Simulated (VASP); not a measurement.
## BN: single point with LDA

BN:

```
B N
1.0
     2.45751    0.00000    0.00000
    -1.22876    2.12827    0.00000
     0.00000    0.00000    5.17099
B N
2 2
Direct
  0.33333 0.66667 0.25000
  0.66667 0.33333 0.75000
  0.33333 0.66667 0.75000
  0.66667 0.33333 0.25000
```

```
Program                : VASP 6.6.1
Task                   : single point
Functional             : LDA
Potentials or basis    : VASP PAW LDA potentials, release 64 (B, N)
Cutoff                 : 520 eV
k mesh                 : 12 × 12 × 4
Occupations            : gaussian, width 0.01 eV
Spin                   : no spin polarisation
Dipole correction      : no
Further INCAR settings : ALGO = Normal; EDIFF = 1e-07; NBANDS = 16
```

```json
{"Pressure": "22.7 GPa", "Band gap on the k mesh": "3.69 eV (least direct gap 4.20 eV)"}
```

Stress tensor (GPa, compression positive):
```
23.05  0.00  0.00
 0.00 23.05  0.00
 0.00  0.00 21.94
```

Levels at points of the mesh, in eV from the valence-band top:
| k point | band 5 | band 6 | band 7 | band 8 | band 9 | band 10 | band 11 | band 12 |
| --- | --- | --- | --- | --- | --- | --- | --- | --- |
| (0.00, 0.00, 0.00) | -1.79 | -1.79 | -1.47 | -1.47 | 7.54 | 11.17 | 11.17 | 11.88 |
| (0.50, 0.00, 0.00) | -4.84 | -4.36 | -3.27 | -0.49 | 4.02 | 7.21 | 9.51 | 10.36 |
| (0.00, 0.00, 0.50) | -1.63 | -1.63 | -1.63 | -1.63 | 11.09 | 11.09 | 11.50 | 11.50 |
| (0.50, 0.00, 0.50) | -4.61 | -4.61 | -1.38 | -1.38 | 4.32 | 4.32 | 10.22 | 10.22 |

Run time: 9 s on 1 thread of Intel(R) Xeon(R) 6975P-C (Granite Rapids) (shared host), peak memory 0.13 GiB.

Caveat: the cell stands under pressure. A k mesh can miss the band edges.
